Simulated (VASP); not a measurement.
# P (Cmmm) in VASP: further runs

Runs on P. Level: LDA. Tasks: single point.

Program: VASP 6.6.1. These are calculated values, not measurements. Logs are shortened: lines on timing, memory, paths and dates and some standing lists are left out, and cuts for length are marked.

## Step 1: The cell of the first run

Symmetry: Cmmm, No. 65, orthorhombic system. Conventional cell: a = 5.922 Å, b = 6.164 Å, c = 4.378 Å, α = 90.00°, β = 90.00°, γ = 90.00°. P (site symmetry mmm) has 6 P at 4.27 to 4.38 Å within 5.6 Å.

## Step 2: Single point, LDA (strain -0.0400 x Voigt [0, 0, 0, 0, 0, 1])

Contents of INCAR:

```
  PREC = Accurate
  ENCUT = 520
  EDIFF = 1E-7
  ISMEAR = 0
  SIGMA = 0.15
  LREAL = F
  LASPH = T
  NELM = 100
  ALGO = Normal
  ISIF = 2
  LWAVE = F
  LCHARG = T
  LELF = T
  LVHAR = T
  NBANDS = 8
```

Contents of KPOINTS:

```
Automatic mesh
0
Gamma
  12 12 12
```

Contents of POSCAR:

```
P
1.0
    4.2729048574     -0.0854580971      0.0000000000
   -0.0854580971      4.2729048574      0.0000000000
    0.0000000000      0.0000000000      4.3780000000
P
1
Direct
    0.0000000000      0.0000000000      0.0000000000
```

Potentials or basis: VASP PAW LDA potentials, release 64 (P).

The run is started by

```console
cat potpaw_LDA.64/P/POTCAR > POTCAR
mpirun -np 1 vasp_std > vasp.out
```

OUTCAR:

```text
PREC = Accurate
   ENCUT = 520
   EDIFF = 1E-7
   ISMEAR = 0
   LREAL = F
   LASPH = T
   NELM = 100
   ISIF = 2

 ion  position               nearest neighbor table
   1  0.000  0.000  0.000-

  LATTYP: Found a base centered orthorhombic cell.
 ALAT       =     5.9219440001
 B/A-ratio  =     1.0408163265
 C/A-ratio  =     0.7392842620

  Lattice vectors:

 A1 = (   4.2729048574,  -0.0854580971,   0.0000000000)
 A2 = (  -0.0854580971,   4.2729048574,   0.0000000000)
 A3 = (   0.0000000000,   0.0000000000,   4.3780000000)

Analysis of symmetry for initial positions (statically):
=====================================================================
 Subroutine PRICEL returns:
 Original cell was already a primitive cell.

 Routine SETGRP: Setting up the symmetry group for a
 base centered orthorhombic supercell.

 Subroutine GETGRP returns: Found  8 space group operations
 (whereof  8 operations were pure point group operations)
 out of a pool of  8 trial point group operations.

The static configuration has the point symmetry D_2h.

Analysis of symmetry for dynamics (positions and initial velocities):
=====================================================================
 Subroutine PRICEL returns:
 Original cell was already a primitive cell.

 Routine SETGRP: Setting up the symmetry group for a
 base centered orthorhombic supercell.

 Subroutine GETGRP returns: Found  8 space group operations
 (whereof  8 operations were pure point group operations)
 out of a pool of  8 trial point group operations.

The dynamic configuration has the point symmetry D_2h.

 Subroutine INISYM returns: Found  8 space group operations
 (whereof  8 operations are pure point group operations),
 and found     1 'primitive' translations

----------------------------------------------------------------------------------------

                                     Primitive cell

  volume of cell :      79.9003

  direct lattice vectors                    reciprocal lattice vectors
     4.272904857 -0.085458097  0.000000000     0.234126477  0.004682530  0.000000000
    -0.085458097  4.272904857  0.000000000     0.004682530  0.234126477  0.000000000
     0.000000000  0.000000000  4.378000000     0.000000000  0.000000000  0.228414801

  length of vectors
     4.273759353  4.273759353  4.378000000     0.234173297  0.234173297  0.228414801

  position of ions in fractional coordinates (direct lattice)
     0.000000000  0.000000000  0.000000000

  ion indices of the primitive-cell ions
   primitive index   ion index
                 1           1

----------------------------------------------------------------------------------------

 KPOINTS: Automatic mesh

Automatic generation of k-mesh.
 Grid dimensions read from file:
 generate k-points for:   12   12   12

 Generating k-lattice:

  Cartesian coordinates                     Fractional coordinates (reciprocal lattice)
     0.019510540  0.000390211  0.000000000     0.083333333  0.000000000  0.000000000
     0.000390211  0.019510540  0.000000000     0.000000000  0.083333333  0.000000000
     0.000000000  0.000000000  0.019034567     0.000000000  0.000000000  0.083333333

  Length of vectors
     0.019514441  0.019514441  0.019034567

  Shift w.r.t. Gamma in fractional coordinates (k-lattice)
     0.000000000  0.000000000  0.000000000

 Subroutine IBZKPT returns following result:
 ===========================================

 Found    301 irreducible k-points:

 Following reciprocal coordinates:
            Coordinates               Weight
  0.000000  0.000000  0.000000      1.000000
  0.083333 -0.000000  0.000000      4.000000
  0.166667 -0.000000  0.000000      4.000000
  0.250000 -0.000000  0.000000      4.000000
  0.333333 -0.000000  0.000000      4.000000
  0.416667  0.000000  0.000000      4.000000
[... 16 lines left out ...]
  0.500000  0.166667  0.000000      4.000000
 -0.416667  0.166667  0.000000      4.000000
 [... further k-points ...]
   k-points           NKPTS =    301   k-points in BZ     NKDIM =    301   number of bands    NBANDS=      8
   number of dos      NEDOS =    301   number of ions     NIONS =      1
   total plane-waves  NPLWV =  36864
   dimension x,y,z NGX =    32 NGY =   32 NGZ =   36
   dimension x,y,z NGXF=    64 NGYF=   64 NGZF=   72
   ions per type =               1
   NGX,Y,Z   is equivalent  to a cutoff of  12.45, 12.45, 13.67 a.u.
   NGXF,Y,Z  is equivalent  to a cutoff of  24.90, 24.90, 27.34 a.u.
 SYSTEM =  unknown system
   PREC   = accura    normal or accurate (medium, high low for compatibility)
   ISTART =      0    job   : 0-new  1-cont  2-samecut
   ICHARG =      2    charge: 1-file 2-atom 10-const
   ISPIN  =      1    spin polarized calculation?
   LNONCOLLINEAR =      F non collinear calculations
   LSORBIT =      F    spin-orbit coupling
   LASPH  =      T    aspherical Exc in radial PAW
   ENCUT  =  520.0 eV  38.22 Ry    6.18 a.u.   7.95  7.95  8.14*2*pi/ulx,y,z
   NELM   =    100;   NELMIN=  2; NELMDL= -5     # of ELM steps
   EDIFF  = 0.1E-06   stopping-criterion for ELM
   LREAL  =      F    real-space projection
   EDIFFG = 0.1E-05   stopping-criterion for IOM
   NSW    =      0    number of steps for IOM
   IBRION =     -1    ionic relax: 0-MD 1-quasi-New 2-CG
   NFREE  =      0    steps in history (QN), initial steepest desc. (CG)
   ISIF   =      2    stress and relaxation
   ISYM   =      2    0-nonsym 1-usesym 2-fastsym
   POTIM  = 0.5000    time-step for ionic-motion
   TEBEG  =    0.0;   TEEND  =   0.0 temperature during run
   PSTRESS=    0.0 pullay stress
   NELECT =       5.0000    total number of electrons
   NUPDOWN=      -1.0000    fix difference up-down
   EMIN   =  10.00;   EMAX   =-10.00  energy-range for DOS
   EFERMI =   0.00;   METHOD = LEGACY
   ISMEAR =     0;   SIGMA  =   0.15  broadening in eV -4-tet -1-fermi 0-gaus
   EFERMI_NEDOS =   21; number of points for ismear=-14 and -15
   IALGO  =     38    algorithm
   IMIX   =      4    mixing-type and parameters
     AMIX     =   0.40;   BMIX     =  1.00
     AMIX_MAG =   1.60;   BMIX_MAG =  1.00
  volume/ion in A,a.u.               =      79.90       539.19
  Fermi-wavevector in a.u.,A,eV,Ry     =   0.649953  1.228233  5.747632  0.422439
  Thomas-Fermi vector in A             =   1.719075
   LORBIT       =      0    0 simple, 1 ext, 2 COOP (PROOUT), +10 PAW based schemes
   GGA     = CA    functional components
   LHFCALC =     F    Hartree Fock is set to
   AEXX    =    0.0000 exact exchange contribution
   IVDW    =     0    specifies the selected vdW correction
   LEPSILON=     F    determine dielectric tensor
   LRPA    =     F    only Hartree local field effects (RPA)
 non-spin polarized calculation
 Gauss-broadening in eV      SIGMA  =   0.15
  energy-cutoff  :      520.00
  volume of cell :       79.90
 maximum number of plane-waves:      2184
   NGX = 15   NGY = 15   NGZ = 17

 number of electron       4.9999999 magnetization

 Free energy of the ion-electron system (eV)
  ---------------------------------------------------
  ext. energy  EPLUGINS =         0.00000000
  ---------------------------------------------------
  free energy    TOTEN  =        -1.27965487 eV

  energy without entropy =       -1.24200769  energy(sigma->0) =       -1.26083128

 E-fermi :  -3.2160     XC(G=0):  -5.3454

 val. band max:       -3.2213458036   @ k =   0.4167   0.2500   0.0000
 cond. band min:      -3.2154630116   @ k =  -0.4167   0.0833   0.2500
 fundamental gap:      0.0058827920
 Fermi energy:        -3.2160493392

 k-point     1 :       0.0000    0.0000    0.0000
  band No.  band energies     occupation
      1     -11.9186      2.00000
      2      -2.7608      0.00002
      3      -2.6723      0.00000
      4      -2.6327      0.00000
      5       1.1999      0.00000
      6       4.1540      0.00000
      7       4.2516      0.00000
      8       8.7799      0.00000

 k-point     2 :       0.0833   -0.0000    0.0000
  band No.  band energies     occupation
      1     -11.9075      2.00000
      2      -2.7812      0.00004
      3      -2.7508      0.00001
      4      -2.6405      0.00000
      5       1.3208      0.00000
      6       4.2055      0.00000
      7       4.3513      0.00000
      8       8.2670      0.00000

 k-point     3 :       0.1667   -0.0000    0.0000
  band No.  band energies     occupation
      1     -11.8768      2.00000
      2      -3.0884      0.22875
      3      -2.7232      0.00000
      4      -2.6167      0.00000
      5       1.6256      0.00000
      6       4.3243      0.00000
      7       4.6171      0.00000
      8       7.5990      0.00000

 k-point     4 :       0.2500   -0.0000    0.0000
  band No.  band energies     occupation
      1     -11.8338      2.00000
      2      -3.4529      1.97444
      3      -2.6846      0.00000
      4      -2.5811      0.00000
      5       2.0220      0.00000
      6       4.4943      0.00000
      7       4.8252      0.00000
      8       7.0195      0.00000

 k-point     5 :       0.3333   -0.0000    0.0000
  band No.  band energies     occupation
      1     -11.7896      2.00000
      2      -3.7735      2.00000
      3      -2.6452      0.00000
      4      -2.5444      0.00000
      5       2.4591      0.00000
      6       4.6872      0.00000
      7       4.7104      0.00000
      8       6.5760      0.00000
[... 177 lines left out ...]
 k-point    22 :       0.4167    0.1667    0.0000
  band No.  band energies     occupation
      1     -11.7171      2.00000
      2      -3.9224      2.00000
      3      -2.8958      0.00253
      4      -2.5815      0.00000
      5       3.2228      0.00000
      6       4.0804      0.00000
      7       5.2776      0.00000
      8       6.3021      0.00000

 k-point    23 :       0.5000    0.1667    0.0000
  band No.  band energies     occupation
      1     -11.7057      2.00000
      2      -3.9917      2.00000
      3      -2.8748      0.00130
      4      -2.5715      0.00000
      5       3.5866      0.00000
      6       3.6659      0.00000
      7       5.3594      0.00000
      8       6.1844      0.00000

 k-point    24 :      -0.4167    0.1667    0.0000
  band No.  band energies     occupation
      1     -11.7184      2.00000
      2      -3.9139      2.00000
      3      -2.8824      0.00166
      4      -2.5828      0.00000
      5       3.1613      0.00000
      6       4.0498      0.00000
      7       5.3104      0.00000
      8       6.2416      0.00000

 [... further k-points ...]

------------------------ aborting loop because EDIFF is reached ----------------------------------------

  FORCE on cell =-STRESS in cart. coord.  units (eV):
  Direction    XX          YY          ZZ          XY          YZ          ZX
  --------------------------------------------------------------------------------------
  -------------------------------------------------------------------------------------
  Total       -2.1247155     -2.1247155     -1.9150086      0.0830210      0.0000000      0.0000000
  in kB      -42.6052300    -42.6052300    -38.4001453      1.6647542      0.0000000      0.0000000
  external PRESSURE =     -41.2035351 kB  Pullay stress =       0.0000000 kB

 VOLUME and BASIS-vectors are now :
 -----------------------------------------------------------------------------
  energy-cutoff  :      520.00
  volume of cell :       79.90
      direct lattice vectors                 reciprocal lattice vectors
     4.272904857 -0.085458097  0.000000000     0.234126477  0.004682530  0.000000000
    -0.085458097  4.272904857  0.000000000     0.004682530  0.234126477  0.000000000
     0.000000000  0.000000000  4.378000000     0.000000000  0.000000000  0.228414801

 POSITION                                       TOTAL-FORCE (eV/Angst)
 -----------------------------------------------------------------------------------
      0.00000      0.00000      0.00000         0.000000      0.000000      0.000000
 -----------------------------------------------------------------------------------
    total drift:                                0.000000      0.000000      0.000000

  FREE ENERGIE OF THE ION-ELECTRON SYSTEM (eV)
  ---------------------------------------------------
  free  energy   TOTEN  =        -1.2796548740 eV

  energy  without entropy=       -1.2420076855  energy(sigma->0) =       -1.26083128
```

Wall time 64 s (1 thread of Intel Xeon Platinum 8488C (Sapphire Rapids), shared host); peak memory 0.27 GiB.

What came out:

- Free energy: -1.2797 eV
- Pressure: -4.1 GPa
- Band gap on the k mesh: zero (an odd number of electrons rules out a gap without spin polarisation)

Levels at points of the mesh, in eV from the Fermi level:
```csv
k point,band 1,band 2,band 3,band 4,band 5,band 6
"(0.00, 0.00, 0.00)",-8.70,0.46,0.54,0.58,4.42,7.37
"(0.50, 0.00, 0.00)",-8.53,-0.85,0.61,0.71,6.35,7.32
"(0.50, 0.50, 0.00)",-8.37,-0.57,-0.49,0.75,5.68,8.04
"(0.00, 0.00, 0.50)",-8.56,-0.80,0.67,0.71,6.33,7.24
"(0.50, 0.00, 0.50)",-8.40,-0.58,-0.49,0.82,5.66,8.03
"(0.50, 0.50, 0.50)",-8.25,-0.35,-0.28,-0.23,6.72,6.74
```

Caveat: the cell differs from its parent crystal (strain -0.0400 x Voigt [0, 0, 0, 0, 0, 1]); the cell stands under tension; the atoms stand far beyond bonding distance, and open shells without spin polarisation read as a metal.

(Part 1 of 3 ends here.)
